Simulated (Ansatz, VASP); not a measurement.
**Si2Ni: VASP beside Ansatz**

The input INCAR:

```
PREC = Accurate
ENCUT = 520
EDIFF = 1E-6
ISMEAR = 0
SIGMA = 0.15
LREAL = F
LASPH = T
NELM = 100
ALGO = Normal
ISIF = 2
LWAVE = F
LCHARG = F
GGA = PE
NBANDS = 16
```

The input KPOINTS:

```
Automatic mesh
0
Gamma
  16 16 16
```

File POSCAR:

```
Si2Ni
1.0
    0.0000000000      2.8750176492      2.4437650018
    2.8750176492      0.0000000000      2.4437650018
    2.8750176492      2.8750176492      0.0000000000
Si Ni
2 1
Direct
    0.2500000000      0.2500000000      0.2500000000
    0.7500000000      0.7500000000      0.7500000000
    0.0000000000      0.0000000000      0.0000000000
```

Input for Ansatz:

```yaml
crystal:
  lattice:
    - [0.0, 2.8750176492, 2.4437650018]
    - [2.8750176492, 0.0, 2.4437650018]
    - [2.8750176492, 2.8750176492, 0.0]
  atoms:
    - { symbol: Si, position: [0.25, 0.25, 0.25] }
    - { symbol: Si, position: [0.75, 0.75, 0.75] }
    - { symbol: Ni, position: [0.0, 0.0, 0.0] }
basis:
  ecutwfc: 420
kpoints:
  mp_grid: { grid: [16, 16, 16] }
hamiltonian:
  xc: pbe
scf:
  occupations: { method: gaussian, width: 0.15 }
output:
  forces: true
  stress: true
  eigenvalues: true
```

Alike in both runs: task single point; functional PBE; k mesh 16 × 16 × 16; occupations gaussian, width 0.15 eV; no spin polarisation.

```csv
,VASP,Ansatz
version,VASP 6.6.1,Ansatz 0.2.0
potentials or method,"VASP PAW PBE potentials, release 64 (Si, Ni), cutoff 520 eV","scalar-relativistic, plane waves, PAW"
valence electrons in the cell,18,26
```

Ansatz gave:

* gap on the k mesh at the Fermi level (eV): none
* pressure (GPa): 0.5
* traceless stress, the component that is largest in VASP (GPa): 9.22

Problem. Which values does VASP return?

Solution. gap on the k mesh at the Fermi level (eV): none; pressure (GPa): 0.4; traceless stress, the component that is largest in VASP (GPa): 9.04.

A gap of «none» marks a metal or a gap that the smearing closes. VASP's potentials hold 18 valence electrons a cell and Ansatz's 26, so a difference there can come from the potentials and not from the codes.
